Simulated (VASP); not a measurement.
Set up this calculation in VASP 6.6.1, as the native input.

```yaml
Task: single point
Functional: LDA
Potentials_or_basis: VASP PAW LDA potentials, release 64 (Ba_sv, S)
Cutoff: 520 eV
k_mesh: 8 × 8 × 8
Occupations: gaussian, width 0.05 eV
Spin: no spin polarisation
Dipole_correction: no
Further_INCAR_settings: ALGO = Normal; EDIFF = 1e-06; NBANDS = 15
```

The structure of BaS lies in POSCAR:

```
BaS
1.0
    0.0000000000      3.1937500000      3.2895625000
    3.1937500000      0.0000000000      3.2895625000
    3.1937500000      3.1937500000      0.0000000000
Ba S
1 1
Direct
    0.0000000000      0.0000000000      0.0000000000
    0.5000000000      0.5000000000      0.5000000000
```

This cell differs from its parent crystal: strain +0.0300 x Voigt [0, 0, 1, 0, 0, 0].

One way to write it, as run:

INCAR

```
SYSTEM = BaS
PREC     = Accurate       ! precision mode
ENCUT    = 520            ! plane-wave cutoff, eV
EDIFF    = 1E-6           ! SCF threshold, eV
ISMEAR   = 0              ! smearing method
SIGMA    = 0.05           ! smearing width, eV
LREAL    = .FALSE.        ! projectors in reciprocal space
LASPH    = .TRUE.         ! aspherical terms in the spheres
NELM     = 80             ! most SCF steps
ALGO     = Normal         ! electronic algorithm
ISIF     = 2              ! what is computed and relaxed
LWAVE    = .FALSE.        ! write WAVECAR
LCHARG   = .TRUE.         ! write CHGCAR
GGA      = CA             ! functional
LELF     = .TRUE.         ! ELF
LVHAR    = .TRUE.       
NBANDS   = 15             ! bands
```

KPOINTS

```
Automatic mesh
0
G
  8 8 8
  0 0 0
```

Potentials or basis: VASP PAW LDA potentials, release 64 (Ba_sv, S).

Run with:

```sh
$ cat potpaw_LDA.64/Ba_sv/POTCAR potpaw_LDA.64/S/POTCAR > POTCAR
$ mpirun -np 1 vasp_std > vasp.out
```

It gave:

```json
{"Pressure": "-2.9 GPa", "Band gap on the k mesh": "1.92 eV, indirect (least direct gap 2.07 eV)"}
```

Caveat: the cell differs from its parent crystal (strain +0.0300 x Voigt [0, 0, 1, 0, 0, 0]); spin-orbit coupling is left out, which moves the levels of the heavy elements.

Run time: 35 s on 1 thread of Intel(R) Xeon(R) Platinum 8488C (Sapphire Rapids) (shared host), peak memory 0.2 GiB.
